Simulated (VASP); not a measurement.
A run of VASP 6.6.1 is set up as follows.

The input INCAR:

```
PREC     = Accurate       # precision mode
ENCUT    = 600            # plane-wave cutoff, eV
EDIFF    = 1E-6           # SCF threshold, eV
ISMEAR   = 0              # smearing method
SIGMA    = 0.02           # smearing width, eV
LREAL    = F              # projectors in reciprocal space
LASPH    = T              # aspherical terms in the spheres
NELM     = 120            # most SCF steps
ALGO     = Normal         # electronic algorithm
ISIF     = 2              # what is computed and relaxed
LWAVE    = F              # write WAVECAR
LCHARG   = T              # write CHGCAR
GGA      = PE             # functional
LELF     = T              # ELF
LVHAR    = T            
NBANDS   = 11             # bands
GGA_COMPAT= F
```

The input KPOINTS:

```
regular mesh
0
Gamma
  8 8 8
```

POSCAR

```
BeS
1.0
    0.0000000000      2.4378857738      2.4378857738
    2.4378857738      0.0000000000      2.4378857738
    2.4378857738      2.4378857738      0.0000000000
Be S
1 1
Direct
    0.0000000000      0.0000000000      0.0000000000
    0.2500000000      0.2500000000      0.2500000000
```

Potentials or basis: VASP PAW PBE potentials, release 64 (Be, S).

Run with:

```console
$ cat potpaw_PBE.64/Be/POTCAR potpaw_PBE.64/S/POTCAR > POTCAR
$ mpirun -np 1 vasp_std > vasp.out
```

**Question.** What does it give for the band gap on the k mesh?

**Answer.** 3.15 eV, indirect (least direct gap 5.68 eV).

**Question.** What does it give for the pressure?

**Answer.** 0.1 GPa.

A k mesh can miss the band edges. A hybrid or GW would open this gap; PBE tends to underestimate it.
